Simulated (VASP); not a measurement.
Wanted: the native input for a VASP 6.6.1 run.

```yaml
Task: single point
Functional: PBEsol-based screened hybrid with 25 % exact exchange
Potentials_or_basis: VASP PAW PBE potentials, release 64 (Sn_d)
Cutoff: 400 eV
k_mesh: 6 × 6 × 6
Occupations: fermi-dirac, width 0.05 eV
Spin: no spin polarisation
Dipole_correction: no
Grid_for_exact_exchange_PRECFOCK: Normal
Share_of_exact_exchange: 0.25
Further_INCAR_settings: ALGO = Normal; EDIFF = 1e-06; NBANDS = 13
Screening_parameter: 0.207 1/Å
```

Sn:

```
Sn
1.0
    -1.63592    1.95082    2.07445
     1.63592   -1.95082    2.07445
     1.63592    1.95082   -2.07445
Sn
1
Direct
  0.00000 0.00000 0.00000
```

One way to write it, as run:

POSCAR

```
Sn
1.0
   -1.6359227109      1.9508242223      2.0744457303
    1.6359227109     -1.9508242223      2.0744457303
    1.6359227109      1.9508242223     -2.0744457303
Sn
1
Direct
    0.0000000000      0.0000000000      0.0000000000
```

INCAR.step1

```
PREC = Accurate ; ENCUT = 400
EDIFF = 1E-5 ; ISMEAR = -1
SIGMA = 0.05 ; LREAL = False
LASPH = True ; NELM = 120
ALGO = Normal ; ISIF = 2
LWAVE = True ; LCHARG = False
GGA = PE ; NBANDS = 13
GGA_COMPAT = False
```

INCAR.step2

```
PREC = Accurate ; ENCUT = 400
EDIFF = 1E-6 ; ISMEAR = -1
SIGMA = 0.05 ; LREAL = False
LASPH = True ; NELM = 120
ALGO = Normal ; ISIF = 2
LWAVE = False ; LCHARG = False
GGA = PS ; LHFCALC = True
AEXX = 0.25 ; HFSCREEN = 0.207
PRECFOCK = Normal ; ISTART = 1
NBANDS = 13 ; GGA_COMPAT = False
```

KPOINTS

```
regular mesh
0
Gamma
  6 6 6
```

Potentials or basis: VASP PAW PBE potentials, release 64 (Sn_d).

Run with:

```bash
$ cat potpaw_PBE.64/Sn_d/POTCAR > POTCAR
$ cp INCAR.step1 INCAR
$ mpirun -np 1 vasp_std > vasp.out
$ cp INCAR.step2 INCAR
$ mpirun -np 1 vasp_std > vasp.out
```

It gave:

```
Pressure               : 0.0 GPa
Band gap on the k mesh : zero (bands 7 and 8 overlap by 9.86 eV)
```

Caveat: the k points lie up to 0.41 Å⁻¹ apart, too coarse for converged energies and pressures of a metal; the PAW data sets were made with another functional, which shifts forces and pressure a little; spin-orbit coupling is left out, which moves the levels of the heavy elements.

Run time: 42 min on 1 thread of Intel(R) Xeon(R) Platinum 8259CL CPU @ 2.50GHz (Skylake/Cascade Lake), on a shared host, peak memory 0.25 GiB.
